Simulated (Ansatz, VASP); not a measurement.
**Two plane-wave programs on Na**

```xyz
4
Lattice="-1.8757 3.2488 0.0000 0.0000 0.0000 6.0739 5.6270 3.2488 0.0000" Properties=species:S:1:pos:R:3 pbc="T T T"
Na    0.0000    2.1658    1.5185
Na    1.8757    5.4146    1.5185
Na    1.8757    1.0829    4.5554
Na    3.7513    4.3317    4.5554
```

Alike in both runs: task relaxation of cell and atoms; functional PBE; k mesh 10 × 6 × 6; occupations gaussian, width 0.1 eV; no spin polarisation.

|  | VASP | Ansatz |
| --- | --- | --- |
| version | VASP 6.6.1 | Ansatz 0.2.0 |
| potentials or method | VASP PAW PBE potentials, release 64 (Na_pv), cutoff 500 eV | scalar-relativistic, plane waves, PAW |
| valence electrons in the cell | 28 | 36 |

```csv
,VASP,Ansatz,Ansatz less VASP
"gap on the k mesh at the Fermi level, each at its own relaxed structure (eV)",none,none,-
relaxed volume (Å³/atom),36.94,37.01,+0.069
relaxed length of the cell vector where the two differ most in proportion (Å),6.440,6.404,-0.0361
```

A gap of «none» marks a metal or a gap that the smearing closes. VASP's potentials hold 28 valence electrons a cell and Ansatz's 36, so a difference there can come from the potentials and not from the codes.
